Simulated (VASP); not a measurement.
Wanted: the native input for a VASP 6.6.1 run.

```yaml
Task: single point
Functional: PBEsol
Potentials_or_basis: VASP PAW PBE potentials, release 64 (Mg, O)
Cutoff: 520 eV
k_mesh: 10 × 10 × 10
Occupations: gaussian, width 0.01 eV
Spin: no spin polarisation
Dipole_correction: no
Further_INCAR_settings: ALGO = Normal; EDIFF = 1e-07; NBANDS = 11
```

The structure of MgO lies in POSCAR:

```
MgO
1.0
    2.1282111539      2.1282111539      0.0000000000
   -2.1282111539      2.1282111539      0.0000000000
    0.0000000000      2.1282111539      2.0944969178
Mg O
1 1
Direct
    0.0000000000      0.0000000000      0.0000000000
    0.5000000000      0.5000000000      0.0000000000
```

This cell differs from its parent crystal: in-plane strain +0.01, then relaxed in part.

These files were run (other wordings do the same):

INCAR

```
PREC = Accurate ; ENCUT = 520
EDIFF = 1E-7 ; ISMEAR = 0
SIGMA = 0.01 ; LREAL = F
LASPH = T ; NELM = 80
ALGO = Normal ; ISIF = 2
LWAVE = F ; LCHARG = T
GGA = PS ; LELF = T
LVHAR = T ; NBANDS = 11
```

KPOINTS

```
Automatic mesh
0
Gamma
  10 10 10
```

Potentials or basis: VASP PAW PBE potentials, release 64 (Mg, O).

The run is started by

```console
$ cat potpaw_PBE.64/Mg/POTCAR potpaw_PBE.64/O/POTCAR > POTCAR
$ mpirun -np 1 vasp_std > vasp.out
```

It gave:

```
Pressure               : -2.6 GPa
Band gap on the k mesh : 4.47 eV
```

Caveat: the cell differs from its parent crystal (in-plane strain +0.01, then relaxed in part); the PAW data sets were made with another functional, which shifts forces and pressure a little.

It took 25 s on 1 thread of Intel Xeon 8259CL, on a shared host, peak memory 0.15 GiB.
